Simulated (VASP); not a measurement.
MgCd2Te3:

```xyz
6
Lattice="4.3003 0.0000 0.0000 -2.1502 3.7242 0.0000 0.0000 0.0000 10.5336" Properties=species:S:1:pos:R:3 pbc="T T T"
Mg    0.0000    2.4828    7.0224
Cd    0.0000    0.0000    0.0000
Cd    2.1502    1.2414    3.5112
Te    0.0000    0.0000    7.9002
Te    0.0000    2.4828    4.3890
Te    2.1502    1.2414    0.8778
```

* Program: VASP 6.6.1
* Task: relaxation of cell and atoms
* Functional: PBE
* Potentials or basis: VASP PAW PBE potentials, release 64 (Mg, Cd, Te)
* Cutoff: 600 eV
* k mesh: 6 × 6 × 2
* Occupations: gaussian, width 0.1 eV
* Spin: no spin polarisation

At the start: pressure 14.6 GPa; volume 28.12 Å³/atom.

**Question.** How do energy, volume and symmetry change on relaxing?

**Answer.** Over 9 steps the energy falls by 279.9 meV/atom and the volume is 35.69 Å³/atom (+26.9 %); space group P3m1 (No. 156, to 0.1 Å) before and after.

Step by step:
| step | energy change (eV) | largest force (eV/Å) | pressure (GPa) | volume (Å³) |
| --- | --- | --- | --- | --- |
| 1 | 0.0000 | 0.6547 | 14.58 | 168.70 |
| 2 | -1.4207 | 0.0787 | -2.98 | 239.20 |
| 3 | -1.6753 | 0.0953 | 0.12 | 213.70 |
| 4 | -1.6756 | 0.0898 | -0.01 | 214.68 |
| 5 | -1.6766 | 0.0744 | -0.03 | 214.63 |
| 6 | -1.6788 | 0.0417 | -0.02 | 214.48 |
| 7 | -1.6787 | 0.0587 | 0.00 | 214.18 |
| 8 | -1.6794 | 0.0476 | -0.01 | 214.33 |
| 9 | -1.6797 | 0.0133 | 0.02 | 214.11 |

Final structure:
```xyz
6
Lattice="4.6591 0.0000 0.0000 -2.3295 4.0349 0.0000 0.0000 0.0000 11.3897" Properties=species:S:1:pos:R:3 pbc="T T T"
Mg    0.0000    2.6899    7.6140
Cd    0.0000    0.0000   11.3623
Cd    2.3295    1.3450    3.8120
Te    4.6591    0.0000    8.4888
Te    0.0000    2.6899    4.7918
Te    2.3295    1.3450    0.9475
```

Caveat: the volume moved by over 15 % at a fixed basis, so the end points are rough.
